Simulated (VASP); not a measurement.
# SiNi (P2_13) in VASP: settings compared

Aim: see how the results for SiNi move with the level of theory and the settings. Levels: LDA, revPBE+D4. Tasks: single point.

All numbers are computed with VASP 6.6.1; they aren't measurements. Logs are shortened: lines on timing, memory, paths and dates and some standing lists are left out, and cuts for length are marked.

**1. The cell of the first run**

Symmetry: P2_13, No. 198, cubic system. Conventional cell: a = 4.430 Å, b = 4.430 Å, c = 4.430 Å, α = 90.00°, β = 90.00°, γ = 90.00°. Within 3.1 Å of Ni (site symmetry 3) lie 7 Si at 2.32 to 2.40 Å and 6 Ni at 2.73 Å. Within 3.1 Å of Si (site symmetry 3) lie 7 Ni at 2.32 to 2.40 Å and 6 Si at 2.74 Å.

**2. Single point, LDA, collinear spin, ferromagnetic start**

INCAR reads:

```
PREC = Accurate
ENCUT = 520
EDIFF = 1E-6
ISMEAR = -1
SIGMA = 0.05
LREAL = F
LASPH = T
NELM = 150
ALGO = Normal
ISIF = 2
LWAVE = F
LCHARG = F
ISPIN = 2
MAGMOM = 1 1 1 1 0 0 0 0
LORBIT = 11
LMAXMIX = 4
NBANDS = 42
```

KPOINTS reads:

```
regular mesh
0
Gamma
  6 6 6
```

POSCAR reads:

```
SiNi
1.0
    4.4301637172      0.0000000000      0.0000000000
    0.0000000000      4.4301637172      0.0000000000
    0.0000000000      0.0000000000      4.4301637172
Ni Si
4 4
Direct
    0.1489059930      0.1489059930      0.1489059930
    0.6489059930      0.3510940070      0.8510940070
    0.8510940070      0.6489059930      0.3510940070
    0.3510940070      0.8510940070      0.6489059930
    0.8462556593      0.8462556593      0.8462556593
    0.3462556593      0.6537443407      0.1537443407
    0.1537443407      0.3462556593      0.6537443407
    0.6537443407      0.1537443407      0.3462556593
```

Potentials or basis: VASP PAW LDA potentials, release 64 (Ni, Si).

Command:

```
> cat potpaw_LDA.64/Ni/POTCAR potpaw_LDA.64/Si/POTCAR > POTCAR
> mpirun -np 1 vasp_std > vasp.out
```

OUTCAR:

```text
PREC = Accurate
   ENCUT = 520
   EDIFF = 1E-6
   ISMEAR = -1
   LREAL = F
   LASPH = T
   NELM = 150
   ISIF = 2
   ISPIN = 2
   LORBIT = 11

 ion  position               nearest neighbor table
   1  0.149  0.149  0.149-   5 2.32   6 2.36   7 2.36   8 2.36   6 2.40   7 2.40   8 2.40   3 2.73
                             4 2.73   2 2.73   4 2.73   3 2.73   2 2.73
   2  0.649  0.351  0.851-   6 2.32   5 2.36   7 2.36   8 2.36   7 2.40   8 2.40   5 2.40   1 2.73
                             3 2.73   3 2.73   4 2.73   4 2.73   1 2.73
   3  0.851  0.649  0.351-   7 2.32   6 2.36   5 2.36   8 2.36   8 2.40   5 2.40   6 2.40   1 2.73
                             2 2.73   2 2.73   1 2.73   4 2.73   4 2.73
   4  0.351  0.851  0.649-   8 2.32   6 2.36   7 2.36   5 2.36   6 2.40   7 2.40   5 2.40   1 2.73
                             1 2.73   2 2.73   2 2.73   3 2.73   3 2.73
   5  0.846  0.846  0.846-   1 2.32   2 2.36   3 2.36   4 2.36   2 2.40   3 2.40   4 2.40   6 2.74
                             7 2.74   7 2.74   6 2.74   8 2.74   8 2.74
   6  0.346  0.654  0.154-   2 2.32   1 2.36   3 2.36   4 2.36   3 2.40   4 2.40   1 2.40   5 2.74
                             8 2.74   8 2.74   5 2.74   7 2.74   7 2.74
   7  0.154  0.346  0.654-   3 2.32   2 2.36   1 2.36   4 2.36   4 2.40   1 2.40   2 2.40   5 2.74
                             5 2.74   8 2.74   8 2.74   6 2.74   6 2.74
   8  0.654  0.154  0.346-   4 2.32   2 2.36   3 2.36   1 2.36   2 2.40   3 2.40   1 2.40   6 2.74
                             6 2.74   7 2.74   7 2.74   5 2.74   5 2.74

  LATTYP: Found a simple cubic cell.
 ALAT       =     4.4301637172

  Lattice vectors:

 A1 = (   4.4301637172,   0.0000000000,   0.0000000000)
 A2 = (   0.0000000000,   4.4301637172,   0.0000000000)
 A3 = (   0.0000000000,   0.0000000000,   4.4301637172)

Analysis of symmetry for initial positions (statically):
=====================================================================
 Subroutine PRICEL returns:
 Original cell was already a primitive cell.

 Routine SETGRP: Setting up the symmetry group for a
 simple cubic supercell.

 Subroutine GETGRP returns: Found 12 space group operations
 (whereof  3 operations were pure point group operations)
 out of a pool of 48 trial point group operations.

The static configuration has the point symmetry C_3 .
 The point group associated with its full space group is T   .

Analysis of symmetry for dynamics (positions and initial velocities):
=====================================================================
 Subroutine PRICEL returns:
 Original cell was already a primitive cell.

 Routine SETGRP: Setting up the symmetry group for a
 simple cubic supercell.

 Subroutine GETGRP returns: Found 12 space group operations
 (whereof  3 operations were pure point group operations)
 out of a pool of 48 trial point group operations.

The dynamic configuration has the point symmetry C_3 .
 The point group associated with its full space group is T   .

Analysis of structural, dynamic, and magnetic symmetry:
=====================================================================
 Subroutine PRICEL returns:
 Original cell was already a primitive cell.

 Routine SETGRP: Setting up the symmetry group for a
 simple cubic supercell.

 Subroutine GETGRP returns: Found 12 space group operations
 (whereof  3 operations were pure point group operations)
 out of a pool of 48 trial point group operations.

The overall configuration has the point symmetry C_3 .
 The point group associated with its full space group is T   .

 Subroutine INISYM returns: Found 12 space group operations
 (whereof  3 operations are pure point group operations),
 and found     1 'primitive' translations

----------------------------------------------------------------------------------------

                                     Primitive cell

  volume of cell :      86.9479

  direct lattice vectors                    reciprocal lattice vectors
     4.430163717  0.000000000  0.000000000     0.225725292  0.000000000  0.000000000
     0.000000000  4.430163717  0.000000000     0.000000000  0.225725292  0.000000000
     0.000000000  0.000000000  4.430163717     0.000000000  0.000000000  0.225725292

  length of vectors
     4.430163717  4.430163717  4.430163717     0.225725292  0.225725292  0.225725292

  position of ions in fractional coordinates (direct lattice)
[... 80 lines left out ...]
 SYSTEM =  unknown system
   PREC   = accura    normal or accurate (medium, high low for compatibility)
   ISTART =      0    job   : 0-new  1-cont  2-samecut
   ICHARG =      2    charge: 1-file 2-atom 10-const
   ISPIN  =      2    spin polarized calculation?
   LNONCOLLINEAR =      F non collinear calculations
   LSORBIT =      F    spin-orbit coupling
   LASPH  =      T    aspherical Exc in radial PAW
   ENCUT  =  520.0 eV  38.22 Ry    6.18 a.u.   8.24  8.24  8.24*2*pi/ulx,y,z
   NELM   =    150;   NELMIN=  2; NELMDL= -5     # of ELM steps
   EDIFF  = 0.1E-05   stopping-criterion for ELM
   LREAL  =      F    real-space projection
   EDIFFG = 0.1E-04   stopping-criterion for IOM
   NSW    =      0    number of steps for IOM
   IBRION =     -1    ionic relax: 0-MD 1-quasi-New 2-CG
   NFREE  =      0    steps in history (QN), initial steepest desc. (CG)
   ISIF   =      2    stress and relaxation
   ISYM   =      2    0-nonsym 1-usesym 2-fastsym
   POTIM  = 0.5000    time-step for ionic-motion
   TEBEG  =    0.0;   TEEND  =   0.0 temperature during run
   PSTRESS=    0.0 pullay stress
   NELECT =      56.0000    total number of electrons
   NUPDOWN=      -1.0000    fix difference up-down
   EMIN   =  10.00;   EMAX   =-10.00  energy-range for DOS
   EFERMI =   0.00;   METHOD = LEGACY
   ISMEAR =    -1;   SIGMA  =   0.05  broadening in eV -4-tet -1-fermi 0-gaus
   EFERMI_NEDOS =   21; number of points for ismear=-14 and -15
   IALGO  =     38    algorithm
   IMIX   =      4    mixing-type and parameters
     AMIX     =   0.40;   BMIX     =  1.00
     AMIX_MAG =   1.60;   BMIX_MAG =  1.00
  volume/ion in A,a.u.               =      10.87        73.34
  Fermi-wavevector in a.u.,A,eV,Ry     =   1.413788  2.671673 27.195291  1.998797
  Thomas-Fermi vector in A             =   2.535398
   LORBIT       =     11    0 simple, 1 ext, 2 COOP (PROOUT), +10 PAW based schemes
   GGA     = CA    functional components
   LHFCALC =     F    Hartree Fock is set to
   AEXX    =    0.0000 exact exchange contribution
   IVDW    =     0    specifies the selected vdW correction
   LEPSILON=     F    determine dielectric tensor
   LRPA    =     F    only Hartree local field effects (RPA)
 spin polarized calculation
  energy-cutoff  :      520.00
  volume of cell :       86.95
 maximum number of plane-waves:      2364
 NGX is ok and might be reduce to    36
   NGX = 17   NGY = 17   NGZ = 17

 number of electron      56.0000007 magnetization      -0.0005846

 number of electron      56.0000007 magnetization       0.0000855

 Free energy of the ion-electron system (eV)
  ---------------------------------------------------
  ext. energy  EPLUGINS =         0.00000000
  ---------------------------------------------------
  free energy    TOTEN  =       -54.27193669 eV

  energy without entropy =      -54.24969882  energy(sigma->0) =      -54.26081775

 E-fermi :  12.6029     XC(G=0): -13.0124

 val. band max:       12.5312584595   @ k =   0.3333   0.1667   0.0000
 cond. band min:      12.6179756932   @ k =   0.3333   0.0000   0.0000
 fundamental gap:      0.0867172338
 Fermi energy:        12.6028528223

 spin component 1

 k-point     1 :       0.0000    0.0000    0.0000
  band No.  band energies     occupation
      1      -2.0203      1.00000
      2       3.5418      1.00000
      3       3.5418      1.00000
      4       3.5418      1.00000
      5       6.0353      1.00000
      6       6.0353      1.00000
[... 1021 lines left out ...]
     39      19.2264      0.00000
     40      19.2264      0.00000
 Fermi energy:        12.6028528223

 spin component 2

 k-point     1 :       0.0000    0.0000    0.0000
  band No.  band energies     occupation
      1      -2.0203      1.00000
      2       3.5418      1.00000
      3       3.5418      1.00000
      4       3.5418      1.00000
      5       6.0353      1.00000
      6       6.0353      1.00000
[... 1021 lines left out ...]
     39      19.2264      0.00000
     40      19.2264      0.00000
 [bands above 40 left out]

------------------------ aborting loop because EDIFF is reached ----------------------------------------

  FORCE on cell =-STRESS in cart. coord.  units (eV):
  Direction    XX          YY          ZZ          XY          YZ          ZX
  --------------------------------------------------------------------------------------
  -------------------------------------------------------------------------------------
  Total        0.1766268      0.1766268      0.1766268      0.0000000      0.0000000      0.0000000
  in kB        3.2546770      3.2546770      3.2546770      0.0000000      0.0000000      0.0000000
  external PRESSURE =       3.2546770 kB  Pullay stress =       0.0000000 kB

 VOLUME and BASIS-vectors are now :
 -----------------------------------------------------------------------------
  energy-cutoff  :      520.00
  volume of cell :       86.95
      direct lattice vectors                 reciprocal lattice vectors
     4.430163717  0.000000000  0.000000000     0.225725292  0.000000000  0.000000000
     0.000000000  4.430163717  0.000000000     0.000000000  0.225725292  0.000000000
     0.000000000  0.000000000  4.430163717     0.000000000  0.000000000  0.225725292

 POSITION                                       TOTAL-FORCE (eV/Angst)
 -----------------------------------------------------------------------------------
      0.65968      0.65968      0.65968         0.002366      0.002366      0.002366
      2.87476      1.55540      3.77049         0.002366     -0.002366     -0.002366
      3.77049      2.87476      1.55540        -0.002366      0.002366     -0.002366
      1.55540      3.77049      2.87476        -0.002366     -0.002366      0.002366
      3.74905      3.74905      3.74905         0.004895      0.004895      0.004895
      1.53397      2.89619      0.68111         0.004895     -0.004895     -0.004895
      0.68111      1.53397      2.89619        -0.004895      0.004895     -0.004895
      2.89619      0.68111      1.53397        -0.004895     -0.004895      0.004895
 -----------------------------------------------------------------------------------
    total drift:                                0.000000     -0.000000     -0.000000

  FREE ENERGIE OF THE ION-ELECTRON SYSTEM (eV)
  ---------------------------------------------------
  free  energy   TOTEN  =       -54.2719366916 eV

  energy  without entropy=      -54.2496988162  energy(sigma->0) =      -54.26081775

 total charge

# of ion       s       p       d       tot
------------------------------------------
    1        0.480   0.659   8.546   9.685
    2        0.480   0.659   8.546   9.685
    3        0.480   0.659   8.546   9.685
    4        0.480   0.659   8.546   9.685
    5        0.742   0.884   0.000   1.625
    6        0.742   0.884   0.000   1.625
    7        0.742   0.884   0.000   1.625
    8        0.742   0.884   0.000   1.625
--------------------------------------------------
tot          4.887   6.171  34.184  45.242

 magnetization (x)

# of ion       s       p       d       tot
------------------------------------------
    1        0.000   0.000   0.000   0.000
    2        0.000   0.000   0.000   0.000
    3        0.000   0.000   0.000   0.000
    4        0.000   0.000   0.000   0.000
    5        0.000  -0.000   0.000  -0.000
    6        0.000  -0.000   0.000  -0.000
    7        0.000  -0.000   0.000  -0.000
    8        0.000  -0.000   0.000  -0.000
--------------------------------------------------
tot          0.000  -0.000   0.000   0.000
```

It took 2.8 min on 1 thread of Intel Xeon 6975P-C, shared host; peak memory 0.25 GiB.

What came out:

| Item | Value |
| --- | --- |
| Free energy | -54.2719 eV |
| Pressure | 0.3 GPa |
| Largest force | 0.008 eV/Å |
| Band gap on the k mesh | zero (filled and empty bands overlap) |
| Net moment | 0.00 μB per cell |
| Valence electrons inside the program's atomic spheres | Ni 9.69; Si 1.62 |

Forces in eV/Å, atoms in the order of the input:
```
Ni   0.002  0.002  0.002
Ni   0.002 -0.002 -0.002
Ni  -0.002  0.002 -0.002
Ni  -0.002 -0.002  0.002
Si   0.005  0.005  0.005
Si   0.005 -0.005 -0.005
Si  -0.005  0.005 -0.005
Si  -0.005 -0.005  0.005
```

Levels at points of the mesh, in eV from the Fermi level:
Spin up:
```
           k point  band 24  band 25  band 26  band 27  band 28  band 29  band 30  band 31  band 32  band 33
(0.00, 0.00, 0.00)    -2.44    -1.73    -1.73    -1.73     1.09     1.09     1.09     1.43     1.43     2.08
(0.50, 0.00, 0.00)    -2.29    -2.14    -2.14    -0.66    -0.66    -0.19    -0.19     2.88     2.88     2.99
(0.50, 0.50, 0.00)    -2.61    -1.64    -1.64    -1.03    -1.03     0.40     0.40     0.91     0.91     4.00
(0.50, 0.50, 0.50)    -2.86    -1.91    -1.91    -1.91    -1.91     4.38     4.38     4.38     4.38     4.65
```
Spin down:
| k point | band 24 | band 25 | band 26 | band 27 | band 28 | band 29 | band 30 | band 31 | band 32 | band 33 |
| --- | --- | --- | --- | --- | --- | --- | --- | --- | --- | --- |
| (0.00, 0.00, 0.00) | -2.44 | -1.73 | -1.73 | -1.73 | 1.09 | 1.09 | 1.09 | 1.43 | 1.43 | 2.08 |
| (0.50, 0.00, 0.00) | -2.29 | -2.14 | -2.14 | -0.66 | -0.66 | -0.19 | -0.19 | 2.88 | 2.88 | 2.99 |
| (0.50, 0.50, 0.00) | -2.61 | -1.64 | -1.64 | -1.03 | -1.03 | 0.40 | 0.40 | 0.91 | 0.91 | 4.00 |
| (0.50, 0.50, 0.50) | -2.86 | -1.91 | -1.91 | -1.91 | -1.91 | 4.38 | 4.38 | 4.38 | 4.38 | 4.65 |

[end of part 1 of 2]
